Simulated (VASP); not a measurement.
# KEu3 (Fm-3m) in VASP: single point with PBE

Aim: the single point of KEu3 with PBE.

Everything below comes from runs of VASP 6.6.1. Logs are shortened: lines on timing, memory, paths and dates and some standing lists are left out, and cuts for length are marked.

**1. The cell of the first run**

It takes space group Fm-3m (No. 225, cubic). The conventional cell has a = 9.331 Å, b = 9.331 Å, c = 9.331 Å, α = 90.00°, β = 90.00°, γ = 90.00°. Within 5.3 Å of Eu (site symmetry m-3m) lie 8 Eu at 4.04 Å and 6 K at 4.67 Å. Within 5.3 Å of Eu (site symmetry -43m) lie 10 Eu at 4.04 to 4.67 Å and 4 K at 4.04 Å. K (site symmetry m-3m) has 14 Eu at 4.04 to 4.67 Å within 5.3 Å.

**2. Single point, PBE, collinear spin, ferromagnetic start**

Contents of INCAR:

```
PREC     = Accurate       # precision mode
ENCUT    = 520            # plane-wave cutoff, eV
EDIFF    = 1E-7           # SCF threshold, eV
ISMEAR   = 0              # smearing method
SIGMA    = 0.1            # smearing width, eV
LREAL    = F              # projectors in reciprocal space
LASPH    = T              # aspherical terms in the spheres
NELM     = 150            # most SCF steps
ALGO     = Normal         # electronic algorithm
ISIF     = 2              # what is computed and relaxed
LWAVE    = F              # write WAVECAR
LCHARG   = F              # write CHGCAR
ISPIN    = 2              # spin polarisation
MAGMOM   = 7 7 7 0        # initial moments
LORBIT   = 11             # projections on sites
LMAXMIX  = 6              # l up to which the mixer works
GGA      = PE             # functional
NBANDS   = 42             # bands
```

Contents of KPOINTS:

```
Automatic mesh
0
Gamma
  4 4 4
```

Contents of POSCAR:

```
KEu3
1.0
    0.0000000000      4.6652610000      4.6652610000
    4.6652610000      0.0000000000      4.6652610000
    4.6652610000      4.6652610000      0.0000000000
Eu K
3 1
Direct
    0.5000000000      0.5000000000      0.5000000000
    0.7500000000      0.7500000000      0.7500000000
    0.2500000000      0.2500000000      0.2500000000
    0.0000000000      0.0000000000      0.0000000000
```

Potentials or basis: VASP PAW PBE potentials, release 64 (Eu, K_sv).

The run is started by

```sh
$ cat potpaw_PBE.64/Eu/POTCAR potpaw_PBE.64/K_sv/POTCAR > POTCAR
$ mpirun -np 1 vasp_std > vasp.out
```

OUTCAR:

```text
PREC = Accurate
   ENCUT = 520
   EDIFF = 1E-7
   ISMEAR = 0
   LREAL = F
   LASPH = T
   NELM = 150
   ISIF = 2
   ISPIN = 2
   LORBIT = 11
   GGA = PE

 ion  position               nearest neighbor table
   1  0.500  0.500  0.500-
   2  0.750  0.750  0.750-
   3  0.250  0.250  0.250-
   4  0.000  0.000  0.000-

  LATTYP: Found a face centered cubic cell.
 ALAT       =     9.3305220000

  Lattice vectors:

 A1 = (   0.0000000000,   4.6652610000,   4.6652610000)
 A2 = (   4.6652610000,   0.0000000000,   4.6652610000)
 A3 = (   4.6652610000,   4.6652610000,   0.0000000000)

Analysis of symmetry for initial positions (statically):
=====================================================================
 Subroutine PRICEL returns:
 Original cell was already a primitive cell.

 Routine SETGRP: Setting up the symmetry group for a
 face centered cubic supercell.

 Subroutine GETGRP returns: Found 48 space group operations
 (whereof 48 operations were pure point group operations)
 out of a pool of 48 trial point group operations.

The static configuration has the point symmetry O_h .

Analysis of symmetry for dynamics (positions and initial velocities):
=====================================================================
 Subroutine PRICEL returns:
 Original cell was already a primitive cell.

 Routine SETGRP: Setting up the symmetry group for a
 face centered cubic supercell.

 Subroutine GETGRP returns: Found 48 space group operations
 (whereof 48 operations were pure point group operations)
 out of a pool of 48 trial point group operations.

The dynamic configuration has the point symmetry O_h .

Analysis of structural, dynamic, and magnetic symmetry:
=====================================================================
 Subroutine PRICEL returns:
 Original cell was already a primitive cell.

 Routine SETGRP: Setting up the symmetry group for a
 face centered cubic supercell.

 Subroutine GETGRP returns: Found 48 space group operations
 (whereof 48 operations were pure point group operations)
 out of a pool of 48 trial point group operations.

The overall configuration has the point symmetry O_h .

 Subroutine INISYM returns: Found 48 space group operations
 (whereof 48 operations are pure point group operations),
 and found     1 'primitive' translations

[... 108 lines left out ...]
   AEXX    =    0.0000 exact exchange contribution
   IVDW    =     0    specifies the selected vdW correction
   LEPSILON=     F    determine dielectric tensor
   LRPA    =     F    only Hartree local field effects (RPA)
 spin polarized calculation
 Gauss-broadening in eV      SIGMA  =   0.10
  energy-cutoff  :      520.00
  volume of cell :      203.08
 maximum number of plane-waves:      5577
 NGX is ok and might be reduce to    50
   NGX = 25   NGY = 25   NGZ = 25

 number of electron      60.0000016 magnetization      22.1283041

 Free energy of the ion-electron system (eV)
  ---------------------------------------------------
  ext. energy  EPLUGINS =         0.00000000
  ---------------------------------------------------
  free energy    TOTEN  =       -34.50046699 eV

  energy without entropy =      -34.47051390  energy(sigma->0) =      -34.48549045

 E-fermi :   1.2054     XC(G=0):  -7.7469

 val. band max:        1.1901097671   @ k =   0.2500   0.0000   0.0000
 cond. band min:       1.2238549926   @ k =  -0.2500   0.2500   0.0000
 fundamental gap:      0.0337452255
 Fermi energy:         1.2053843721

 spin component 1

 k-point     1 :       0.0000    0.0000    0.0000
  band No.  band energies     occupation
      1     -40.6499      1.00000
      2     -40.6465      1.00000
      3     -40.5659      1.00000
      4     -29.8476      1.00000
      5     -19.4752      1.00000
      6     -19.4752      1.00000
[... 349 lines left out ...]
     41       0.8388      1.00000
     42       1.6617      0.00000
 Fermi energy:         1.2053843721

 spin component 2

 k-point     1 :       0.0000    0.0000    0.0000
  band No.  band energies     occupation
      1     -37.4825      1.00000
      2     -37.4773      1.00000
      3     -37.3990      1.00000
      4     -29.8333      1.00000
      5     -17.1742      1.00000
      6     -17.1742      1.00000
[... 349 lines left out ...]
     41       5.6393      0.00000
     42       5.6442      0.00000

------------------------ aborting loop because EDIFF is reached ----------------------------------------

  FORCE on cell =-STRESS in cart. coord.  units (eV):
  Direction    XX          YY          ZZ          XY          YZ          ZX
  --------------------------------------------------------------------------------------
  -------------------------------------------------------------------------------------
  Total       -0.5644629     -0.5644629     -0.5644629      0.0000000      0.0000000      0.0000000
  in kB       -4.4533632     -4.4533632     -4.4533632      0.0000000      0.0000000      0.0000000
  external PRESSURE =      -4.4533632 kB  Pullay stress =       0.0000000 kB

 VOLUME and BASIS-vectors are now :
 -----------------------------------------------------------------------------
  energy-cutoff  :      520.00
  volume of cell :      203.08
      direct lattice vectors                 reciprocal lattice vectors
     0.000000000  4.665261000  4.665261000    -0.107175140  0.107175140  0.107175140
     4.665261000  0.000000000  4.665261000     0.107175140 -0.107175140  0.107175140
     4.665261000  4.665261000  0.000000000     0.107175140  0.107175140 -0.107175140

 POSITION                                       TOTAL-FORCE (eV/Angst)
 -----------------------------------------------------------------------------------
      4.66526      4.66526      4.66526        -0.000000      0.000000      0.000000
      6.99789      6.99789      6.99789        -0.000000      0.000000      0.000000
      2.33263      2.33263      2.33263         0.000000     -0.000000     -0.000000
      0.00000      0.00000      0.00000        -0.000000      0.000000      0.000000
 -----------------------------------------------------------------------------------
    total drift:                               -0.000000      0.000000      0.000000

  FREE ENERGIE OF THE ION-ELECTRON SYSTEM (eV)
  ---------------------------------------------------
  free  energy   TOTEN  =       -34.5004669950 eV

  energy  without entropy=      -34.4705138993  energy(sigma->0) =      -34.48549045

 total charge

# of ion       s       p       d       f       tot
--------------------------------------------------
    1        2.086   5.717   0.226   6.707  14.735
    2        2.082   5.724   0.197   6.729  14.731
    3        2.082   5.724   0.197   6.729  14.731
    4        1.990   5.554   0.025   0.000   7.568
--------------------------------------------------
tot          8.239  22.718   0.644  20.164  51.765

 magnetization (x)

# of ion       s       p       d       f       tot
--------------------------------------------------
    1       -0.002  -0.107   0.129   6.706   6.727
    2       -0.002  -0.105   0.106   6.727   6.726
    3       -0.002  -0.105   0.106   6.727   6.726
    4        0.000   0.007   0.006   0.000   0.013
--------------------------------------------------
tot         -0.006  -0.310   0.346  20.161  20.191
```

OSZICAR:

```text
N       E                     dE             d eps       ncg     rms          rms(c)
DAV:   1     0.712780601449E+03    0.71278E+03   -0.20016E+04  1672   0.541E+03
DAV:   2     0.242364851388E+03   -0.47042E+03   -0.39858E+03  1960   0.660E+02
[... 13 lines left out ...]
DAV:  56    -0.345004662972E+02   -0.23780E-06   -0.23770E-06   996   0.238E-03    0.343E-03
DAV:  57    -0.345004664927E+02   -0.19548E-06   -0.19556E-06   966   0.221E-03    0.362E-03
DAV:  58    -0.345004666563E+02   -0.16362E-06   -0.16377E-06   966   0.220E-03    0.372E-03
DAV:  59    -0.345004667911E+02   -0.13485E-06   -0.13467E-06   966   0.213E-03    0.376E-03
DAV:  60    -0.345004669031E+02   -0.11192E-06   -0.11192E-06   966   0.204E-03    0.378E-03
DAV:  61    -0.345004669950E+02   -0.91890E-07   -0.92192E-07   966   0.200E-03
   1 F= -.34500467E+02 E0= -.34485490E+02  d E =-.299531E-01  mag=    22.1283
```

stdout:

```text
POSCAR found type information on POSCAR EuK
 POSCAR found :  2 types and       4 ions
 scaLAPACK will be used
 LDA part: xc-table for (Slater+PW92), standard interpolation
 POSCAR, INCAR and KPOINTS ok, starting setup
 FFT: planning ... GRIDC
[... 16 lines left out ...]
|     the parameter NBANDS in file INCAR to ensure that the highest band      |
|     is unoccupied at all k-points. It is always recommended to include      |
|     a few unoccupied bands to accelerate the convergence of                 |
|     molecular-dynamics runs (even for insulators or semiconductors),        |
|     since the presence of unoccupied bands improves wavefunction            |
|     prediction and helps to suppress 'band-crossings'.                      |
|                                                                             |
 -----------------------------------------------------------------------------
```

It took 25 min on 1 thread of Oxide Virtual Turin-like, shared host; peak memory 0.48 GiB.

Results:

| Property | Result |
| --- | --- |
| Free energy | -34.5005 eV |
| Pressure | -0.4 GPa |
| Net moment | 22.13 μB per cell |
| Site moments | Eu +6.73; K +0.01 μB |
| Valence electrons inside the program's atomic spheres | Eu 14.73; K 7.57 |

Caveat: spin-orbit coupling is left out, which moves the levels of the heavy elements; without U or exact exchange the open f shell lies at the Fermi level, which spoils levels, moments and volumes.
